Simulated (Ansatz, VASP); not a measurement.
## Two plane-wave programs on Ta

```
CELL_PARAMETERS angstrom
-1.47120 1.47120 2.08027
1.47120 -1.47120 2.08027
1.47120 1.47120 -2.08027
ATOMIC_POSITIONS crystal
Ta 0.00000 0.00000 0.00000
```

Alike in both runs: task single point; functional LDA; k mesh 22 × 22 × 22; occupations methfessel-paxton of order 1, width 0.02 eV; no spin polarisation.

|  | VASP | Ansatz |
| --- | --- | --- |
| version | VASP 6.6.1 | Ansatz 0.2.0 |
| potentials or method | VASP PAW LDA potentials, release 64 (Ta_pv), cutoff 520 eV | scalar-relativistic, plane waves, PAW |
| valence electrons in the cell | 11 | 13 |

```tsv
	VASP	Ansatz	Ansatz less VASP
gap on the k mesh at the Fermi level (eV)	none	none	-
pressure (GPa)	-2.4	-3.0	-0.63
```

LDA's correlation is that of Perdew and Zunger in VASP and of Perdew and Wang (1992) in Ansatz. A gap of «none» marks a metal or a gap that the smearing closes. VASP's potentials hold 11 valence electrons a cell and Ansatz's 13, so a difference there can come from the potentials and not from the codes.

Spin-orbit coupling is off throughout.
